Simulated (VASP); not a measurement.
GaSb:

```xyz
2
Lattice="0.0000 3.0659 3.1579 3.0659 0.0000 3.1579 3.0659 3.0659 0.0000" Properties=species:S:1:pos:R:3 pbc="T T T"
Ga    0.0000    0.0000    0.0000
Sb    1.5329    1.5329    1.5789
```

This cell differs from its parent crystal: uniaxial z strain +3.0%.

Base run:

- Program: VASP 6.6.1
- Functional: r2SCAN
- Potentials or basis: VASP PAW PBE potentials, release 64 (Ga_d, Sb)
- Cutoff: 520 eV
- k mesh: 8 × 8 × 8
- Occupations: fermi-dirac, width 0.02 eV
- Spin: no spin polarisation

Its results: band gap on the k mesh 0.11 eV, direct; pressure -1.4 GPa.

Question: The run is repeated on the same cell with these changes: functional from r2SCAN to PBE. What comes out?

Answer: Band gap on the k mesh zero (filled and empty bands touch); pressure 0.6 GPa.

r2SCAN gives the wider gap, since meta-GGAs in the generalised Kohn-Sham scheme recover part of the derivative discontinuity.

Caveats: spin-orbit coupling is left out, which moves the levels of the heavy elements; the PAW data sets were made with another functional, which shifts forces and pressure a little (some runs).

A k mesh can miss the band edges.
